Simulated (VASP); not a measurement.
# As (P6_3/mmc) in VASP: notebook

As is run at these levels: r2SCAN; tasks: single point, relaxation of cell and atoms.

Program: VASP 6.6.1. These are calculated values, not measurements. Logs are shortened: lines on timing, memory, paths and dates and some standing lists are left out, and cuts for length are marked.

**1. The cell of the first run**

The structure is hexagonal, space group P6_3/mmc (No. 194). The conventional cell has a = 2.958 Å, b = 2.958 Å, c = 10.068 Å, α = 90.00°, β = 90.00°, γ = 120.00°. Within 3.9 Å of As (site symmetry -3m) lie 12 As at 2.96 to 3.04 Å. As (site symmetry -6m2) has 12 As at 2.96 to 3.04 Å within 3.9 Å.

This isn't the form of As at room conditions, which is rhombohedral.

**2. Single point, r2SCAN**

Contents of POSCAR:

```
As
1.0
    2.9581363329      0.0000000000      0.0000000000
   -1.4790681664      2.5618212122      0.0000000000
    0.0000000000      0.0000000000     10.0678831551
As
4
Direct
    0.0000000000      1.0000000000      0.0000000000
    0.0000000000      1.0000000000      0.5000000000
    0.3333333333      0.6666666667      0.2500000000
    0.6666666667      0.3333333333      0.7500000000
```

Contents of INCAR.step1:

```
SYSTEM = As
ALGO = Normal
EDIFF = 1E-5
ENCUT = 550
GGA = PE
GGA_COMPAT = .False.
ISMEAR = -1
LASPH = .True.
LCHARG = .False.
LREAL = .False.
LWAVE = .True.
NBANDS = 18
NELM = 120
PREC = Accurate
SIGMA = 0.1
```

Contents of INCAR.step2:

```
SYSTEM = As
ALGO = Normal
EDIFF = 1E-6
ENCUT = 550
GGA_COMPAT = .False.
ISIF = 2
ISMEAR = -1
ISTART = 1
LASPH = .True.
LCHARG = .True.
LELF = .True.
LMIXTAU = .True.
LREAL = .False.
LVHAR = .True.
LWAVE = .False.
METAGGA = R2SCAN
NBANDS = 18
NELM = 120
PREC = Accurate
SIGMA = 0.1
```

Contents of KPOINTS:

```
k-points
0
Gamma
  12 12 4
  0 0 0
```

Potentials or basis: VASP PAW PBE potentials, release 64 (As).

Launch:

```
cat potpaw_PBE.64/As/POTCAR > POTCAR
cp INCAR.step1 INCAR
mpirun -np 1 vasp_std > vasp.out
cp INCAR.step2 INCAR
mpirun -np 1 vasp_std > vasp.out
```

OUTCAR:

```text
SYSTEM = As
   EDIFF = 1E-6
   ENCUT = 550
   ISIF = 2
   ISMEAR = -1
   ISTART = 1
   LASPH = .True.
   LREAL = .False.
   METAGGA = R2SCAN
   NELM = 120
   PREC = Accurate

 ion  position               nearest neighbor table
   1  0.000  0.000  0.000-
   2  0.000  0.000  0.500-
   3  0.333  0.667  0.250-
   4  0.667  0.333  0.750-

  LATTYP: Found a hexagonal cell.
 ALAT       =     2.9581363329
 C/A-ratio  =     3.4034547506

  Lattice vectors:

 A1 = (   2.9581363329,   0.0000000000,   0.0000000000)
 A2 = (  -1.4790681664,   2.5618212122,   0.0000000000)
 A3 = (   0.0000000000,   0.0000000000,  10.0678831551)

Analysis of symmetry for initial positions (statically):
=====================================================================
 Subroutine PRICEL returns:
 Original cell was already a primitive cell.

 Routine SETGRP: Setting up the symmetry group for a
 hexagonal supercell.

 Subroutine GETGRP returns: Found 24 space group operations
 (whereof 12 operations were pure point group operations)
 out of a pool of 24 trial point group operations.

The static configuration has the point symmetry D_3d.
 The point group associated with its full space group is D_6h.

Analysis of symmetry for dynamics (positions and initial velocities):
=====================================================================
 Subroutine PRICEL returns:
 Original cell was already a primitive cell.

 Routine SETGRP: Setting up the symmetry group for a
 hexagonal supercell.

 Subroutine GETGRP returns: Found 24 space group operations
 (whereof 12 operations were pure point group operations)
 out of a pool of 24 trial point group operations.

The dynamic configuration has the point symmetry D_3d.
 The point group associated with its full space group is D_6h.

 Subroutine INISYM returns: Found 24 space group operations
 (whereof 12 operations are pure point group operations),
 and found     1 'primitive' translations

----------------------------------------------------------------------------------------

                                     Primitive cell

  volume of cell :      76.2966

  direct lattice vectors                    reciprocal lattice vectors
     2.958136333  0.000000000  0.000000000     0.338050680  0.195173651  0.000000000
    -1.479068166  2.561821212  0.000000000     0.000000000  0.390347303  0.000000000
     0.000000000  0.000000000 10.067883155     0.000000000  0.000000000  0.099325746
[... 88 lines left out ...]
   EDIFF  = 0.1E-05   stopping-criterion for ELM
   LREAL  =      F    real-space projection
   EDIFFG = 0.1E-04   stopping-criterion for IOM
   NSW    =      0    number of steps for IOM
   IBRION =     -1    ionic relax: 0-MD 1-quasi-New 2-CG
   NFREE  =      0    steps in history (QN), initial steepest desc. (CG)
   ISIF   =      2    stress and relaxation
   ISYM   =      2    0-nonsym 1-usesym 2-fastsym
   POTIM  = 0.5000    time-step for ionic-motion
   TEBEG  =    0.0;   TEEND  =   0.0 temperature during run
   PSTRESS=    0.0 pullay stress
   NELECT =      20.0000    total number of electrons
   NUPDOWN=      -1.0000    fix difference up-down
   EMIN   =  10.00;   EMAX   =-10.00  energy-range for DOS
   EFERMI =   0.00;   METHOD = LEGACY
   ISMEAR =    -1;   SIGMA  =   0.10  broadening in eV -4-tet -1-fermi 0-gaus
   EFERMI_NEDOS =   21; number of points for ismear=-14 and -15
   IALGO  =     38    algorithm
   IMIX   =      4    mixing-type and parameters
     AMIX     =   0.40;   BMIX     =  1.00
     AMIX_MAG =   1.60;   BMIX_MAG =  1.00
  volume/ion in A,a.u.               =      19.07       128.72
  Fermi-wavevector in a.u.,A,eV,Ry     =   1.047731  1.979924 14.935661  1.097740
  Thomas-Fermi vector in A             =   2.182623
   LORBIT       =      0    0 simple, 1 ext, 2 COOP (PROOUT), +10 PAW based schemes
   METAGGA = R2SCAN    functional components
   LHFCALC =     F    Hartree Fock is set to
   AEXX    =    0.0000 exact exchange contribution
   IVDW    =     0    specifies the selected vdW correction
   LEPSILON=     F    determine dielectric tensor
   LRPA    =     F    only Hartree local field effects (RPA)
 non-spin polarized calculation
  energy-cutoff  :      550.00
  volume of cell :       76.30
 maximum number of plane-waves:      2260
 NGX is ok and might be reduce to    24
   NGX = 11   NGY = 11   NGZ = 39

 number of electron      20.0000002 magnetization

 Free energy of the ion-electron system (eV)
  ---------------------------------------------------
  ext. energy  EPLUGINS =         0.00000000
  ---------------------------------------------------
  free energy    TOTEN  =       -56.04156408 eV

  energy without entropy =      -55.98440833  energy(sigma->0) =      -56.01298620

 E-fermi :   6.4151     XC(G=0): -11.3484

 val. band max:        6.3957278289   @ k =   0.2500   0.2500   0.0000
 cond. band min:       6.4398602234   @ k =   0.4167   0.0833   0.2500
 fundamental gap:      0.0441323945
 Fermi energy:         6.4151122550

 k-point     1 :       0.0000    0.0000    0.0000
  band No.  band energies     occupation
      1      -9.4958      2.00000
      2      -8.0877      2.00000
      3      -8.0732      2.00000
      4      -5.2984      2.00000
      5      -0.7545      2.00000
      6       4.8471      2.00000
[... 481 lines left out ...]
      5       1.6548      2.00000
      6       2.3425      2.00000
[... 10 lines left out ...]
     17      13.4101      0.00000
     18      13.9619      0.00000

 [... further k-points ...]

------------------------ aborting loop because EDIFF is reached ----------------------------------------

  FORCE on cell =-STRESS in cart. coord.  units (eV):
  Direction    XX          YY          ZZ          XY          YZ          ZX
  --------------------------------------------------------------------------------------
  -------------------------------------------------------------------------------------
  Total       -0.0364362     -0.0364362     -0.0417955     -0.0000000      0.0000000      0.0000000
  in kB       -0.7651352     -0.7651352     -0.8776770     -0.0000000      0.0000000      0.0000000
  external PRESSURE =      -0.8026491 kB  Pullay stress =       0.0000000 kB

 VOLUME and BASIS-vectors are now :
 -----------------------------------------------------------------------------
  energy-cutoff  :      550.00
  volume of cell :       76.30
      direct lattice vectors                 reciprocal lattice vectors
     2.958136333  0.000000000  0.000000000     0.338050680  0.195173651  0.000000000
    -1.479068166  2.561821212  0.000000000     0.000000000  0.390347303  0.000000000
     0.000000000  0.000000000 10.067883155     0.000000000  0.000000000  0.099325746

 POSITION                                       TOTAL-FORCE (eV/Angst)
 -----------------------------------------------------------------------------------
      0.00000      0.00000      0.00000         0.000000      0.000000      0.000000
      0.00000      0.00000      5.03394         0.000000      0.000000      0.000000
     -0.00000      1.70788      2.51697         0.000000      0.000000      0.000000
      1.47907      0.85394      7.55091        -0.000000     -0.000000      0.000000
 -----------------------------------------------------------------------------------
    total drift:                               -0.000000      0.000000      0.000000

  FREE ENERGIE OF THE ION-ELECTRON SYSTEM (eV)
  ---------------------------------------------------
  free  energy   TOTEN  =       -56.0415640793 eV

  energy  without entropy=      -55.9844083285  energy(sigma->0) =      -56.01298620
```

OUTCAR.step1:

```text
SYSTEM = As
   EDIFF = 1E-5
   ENCUT = 550
   GGA = PE
   ISMEAR = -1
   LASPH = .True.
   LREAL = .False.
   NELM = 120
[... 733 lines left out ...]
      0.00000      0.00000      5.03394         0.000000      0.000000      0.000000
     -0.00000      1.70788      2.51697         0.000000      0.000000     -0.000000
      1.47907      0.85394      7.55091        -0.000000     -0.000000      0.000000
 -----------------------------------------------------------------------------------
    total drift:                               -0.000000      0.000000      0.000000

  FREE ENERGIE OF THE ION-ELECTRON SYSTEM (eV)
  ---------------------------------------------------
  free  energy   TOTEN  =       -16.6950019079 eV

  energy  without entropy=      -16.6344126214  energy(sigma->0) =      -16.66470726
```

Run time: 6.3 min. Hardware: 1 thread of Oxide Virtual Turin-like, shared host; peak memory 0.21 GiB.

What came out:

```yaml
Free_energy: -56.0416 eV
Pressure: -0.1 GPa
Band_gap_on_the_k_mesh: zero (bands 10 and 11 overlap by 8.58 eV)
```

Levels at points of the mesh, in eV from the Fermi level:
| k point | band 7 | band 8 | band 9 | band 10 | band 11 | band 12 | band 13 | band 14 |
| --- | --- | --- | --- | --- | --- | --- | --- | --- |
| (0.00, 0.00, 0.00) | -1.56 | 4.67 | 4.67 | 5.35 | 5.35 | 5.36 | 5.41 | 5.41 |
| (0.50, 0.00, 0.00) | -4.97 | -4.47 | -2.14 | -1.17 | 0.89 | 1.78 | 2.16 | 2.17 |
| (0.00, 0.00, 0.50) | 2.66 | 2.66 | 4.86 | 4.86 | 4.86 | 4.86 | 5.98 | 5.98 |
| (0.50, 0.00, 0.50) | -5.50 | -5.50 | -0.64 | -0.64 | 1.19 | 1.19 | 1.22 | 1.22 |

Caveat: the PAW data sets were made with another functional, which shifts forces and pressure a little.

**3. Relaxation of cell and atoms, r2SCAN**

This run uses another cell than the first one, of 18.30 Å³/atom.

Contents of POSCAR:

```
As
1.0
    2.9579811701      0.0000000000      0.0000000000
   -1.4789905850      2.5616868372      0.0000000000
    0.0000000000      0.0000000000      9.6607665014
As
4
Direct
    0.0000000000      0.0000000000      0.0000000000
    0.0000000000      0.0000000000      0.5000000000
    0.3333333333      0.6666666667      0.2500000000
    0.6666666667      0.3333333333      0.7500000000
```

Contents of INCAR.step1:

```
SYSTEM = As
ALGO = Normal
EDIFF = 1E-5
EDIFFG = -0.005
ENCUT = 550
GGA = PE
GGA_COMPAT = .FALSE.
IBRION = 2
ISIF = 3
ISMEAR = -1
LASPH = .TRUE.
LCHARG = .FALSE.
LREAL = .FALSE.
LWAVE = .TRUE.
NELM = 120
NELMIN = 4
NSW = 100
PREC = Accurate
SIGMA = 0.1
```

Contents of INCAR.step2:

```
SYSTEM = As
ALGO = Normal
EDIFF = 1E-7
EDIFFG = -0.01
ENCUT = 550
GGA_COMPAT = .FALSE.
IBRION = 2
ISIF = 3
ISMEAR = -1
ISTART = 1
LASPH = .TRUE.
LCHARG = .FALSE.
LMIXTAU = .TRUE.
LREAL = .FALSE.
LWAVE = .FALSE.
METAGGA = R2SCAN
NELM = 120
NELMIN = 4
NSW = 80
PREC = Accurate
SIGMA = 0.1
```

Contents of KPOINTS:

```
k-points
0
G
  12 12 4
  0 0 0
```

Potentials or basis: VASP PAW PBE potentials, release 64 (As).

Launch:

```
cat potpaw_PBE.64/As/POTCAR > POTCAR
cp INCAR.step1 INCAR
mpirun -np 1 vasp_std > vasp.out
cp INCAR.step2 INCAR
mpirun -np 1 vasp_std > vasp.out
```

It took 31 min on 1 thread of Oxide Virtual Turin-like, shared host; peak memory 0.22 GiB.

Results (log left out):

| Item | Value |
| --- | --- |
| Free energy | -56.0414 eV |
| Relaxed volume | 19.04 Å³/atom |
| Relaxed cell | a = 2.956 Å, b = 2.956 Å, c = 10.059 Å, α = 90.00°, β = 90.00°, γ = 120.00° |
| Space group after relaxing (to 0.1 Å) | P6_3/mmc (No. 194) |
| Energy gained by relaxing | 11.6 meV/atom |
| Ionic steps | 6 |
| Pressure after relaxing | 0.1 GPa |

Step by step:
```csv
step,energy change (eV),largest force (eV/Å),pressure (GPa),volume (Å³)
1,0.0000,0.0000,3.58,73.20
2,-0.0298,0.0000,-1.65,77.62
3,-0.0359,0.0000,-0.27,76.28
4,-0.0415,0.0000,-0.17,76.24
5,-0.0464,0.0000,0.03,76.15
6,-0.0464,0.0000,0.05,76.14
```

Final structure:
```yaml
crystal:
  lattice:
    - [2.95640, 0.00000, 0.00000]
    - [-1.47820, 2.56032, 0.00000]
    - [0.00000, 0.00000, 10.05907]
  atoms:
    - { symbol: As, position: [0.00000, 0.00000, 0.00000] }
    - { symbol: As, position: [0.00000, 0.00000, 0.50000] }
    - { symbol: As, position: [0.33333, 0.66667, 0.25000] }
    - { symbol: As, position: [0.66667, 0.33333, 0.75000] }
```

Levels at points of the mesh, in eV from the Fermi level:
| k point | band 7 | band 8 | band 9 | band 10 | band 11 | band 12 | band 13 | band 14 |
| --- | --- | --- | --- | --- | --- | --- | --- | --- |
| (0.00, 0.00, 0.00) | -1.56 | 4.68 | 4.68 | 5.36 | 5.36 | 5.39 | 5.43 | 5.43 |
| (0.50, 0.00, 0.00) | -4.97 | -4.48 | -2.14 | -1.18 | 0.89 | 1.79 | 2.16 | 2.18 |
| (0.00, 0.00, 0.50) | 2.68 | 2.68 | 4.87 | 4.87 | 4.87 | 4.87 | 6.00 | 6.00 |
| (0.50, 0.00, 0.50) | -5.51 | -5.51 | -0.64 | -0.64 | 1.19 | 1.19 | 1.22 | 1.22 |

Caveat: the highest band is partly filled, so the run has too few bands; the PAW data sets were made with another functional, which shifts forces and pressure a little.

The gap in the log of VASP goes by the Fermi energy; the results here count the filled bands.